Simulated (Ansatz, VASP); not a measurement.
# Zn4HO4 in VASP and in Ansatz

```
CELL_PARAMETERS angstrom
5.51481 0.00000 0.00000
0.00000 5.51481 0.00000
0.00000 0.00000 3.24301
ATOMIC_POSITIONS crystal
Zn 0.18207 0.18207 0.50000
Zn 0.81793 0.81793 0.50000
Zn 0.68207 0.31793 0.00000
Zn 0.31793 0.68207 0.00000
O 0.81800 0.18200 0.50000
O 0.18200 0.81800 0.50000
O 0.68200 0.68200 0.00000
O 0.31800 0.31800 0.00000
H 0.00004 0.68200 0.50000
```

Alike in both runs: task single point; functional PBEsol; k mesh 4 × 4 × 8; occupations gaussian, width 0.05 eV; no spin polarisation.

|  | VASP | Ansatz |
| --- | --- | --- |
| version | VASP 6.6.1 | Ansatz 0.2.0 |
| potentials or method | VASP PAW PBE potentials, release 64 (Zn, O, H), cutoff 520 eV | scalar-relativistic, plane waves, PAW |
| valence electrons in the cell | 73 | 73 |

```csv
,VASP,Ansatz,Ansatz less VASP
gap on the k mesh at the Fermi level (eV),none,none,-
pressure (GPa),13.3,12.2,-1.03
"traceless stress, the component that is largest in VASP (GPa)",-8.20,-8.23,-0.033
rms of the force components (eV/Å),2.374,2.342,-0.0328
```

VASP's potentials were made for PBE, not for PBEsol, and Ansatz warns of the same on its side. Atom by atom the forces differ by 0.045 eV/Å (rms over components). A gap of «none» marks a metal or a gap that the smearing closes.
